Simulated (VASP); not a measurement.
Crystal: HfO2.

```
CELL_PARAMETERS angstrom
3.60135 0.00000 0.00000
0.00000 3.60135 0.00000
0.00000 0.00000 5.22797
ATOMIC_POSITIONS crystal
Hf 0.00000 0.00000 0.00000
Hf 0.50000 0.50000 0.50000
O 0.00000 0.50000 0.30321
O 0.00000 0.50000 0.80321
O 0.50000 0.00000 0.69679
O 0.50000 0.00000 0.19679
```

```yaml
Program: VASP 6.6.1
Task: relaxation of cell and atoms
Functional: r2SCAN
Potentials_or_basis: VASP PAW PBE potentials, release 64 (Hf_pv, O)
Cutoff: 660 eV
k_mesh: 6 × 6 × 6
Occupations: gaussian, width 0.02 eV
Spin: no spin polarisation
```

At the start: pressure -8.6 GPa; volume 11.30 Å³/atom.

Q: How do energy, volume and symmetry change on relaxing?

A: Over 8 steps the energy falls by 10.6 meV/atom and the volume is 10.92 Å³/atom (-3.4 %); space group P4_2/nmc (No. 137, to 0.1 Å) before and after.

The path:
```
step  energy change (eV)  largest force (eV/Å)  pressure (GPa)  volume (Å³)
   1              0.0000                0.1787           -8.62        67.81
   2              0.1283                0.4085           17.49        62.01
   3             -0.0631                0.0144           -0.19        65.62
   4             -0.0631                0.0188            0.00        65.58
   5             -0.0632                0.0180            0.00        65.56
   6             -0.0633                0.0165            0.01        65.53
   7             -0.0633                0.0115           -0.01        65.53
   8             -0.0634                0.0000           -0.05        65.51
```

Final structure:
```
CELL_PARAMETERS angstrom
3.55984 0.00000 0.00000
0.00000 3.55984 0.00000
0.00000 0.00000 5.16923
ATOMIC_POSITIONS crystal
Hf 0.00000 0.00000 0.00000
Hf 0.50000 0.50000 0.50000
O 0.00000 0.50000 0.30284
O 0.00000 0.50000 0.80284
O 0.50000 0.00000 0.69716
O 0.50000 0.00000 0.19716
```

Caveat: the PAW data sets were made with another functional, which shifts forces and pressure a little.
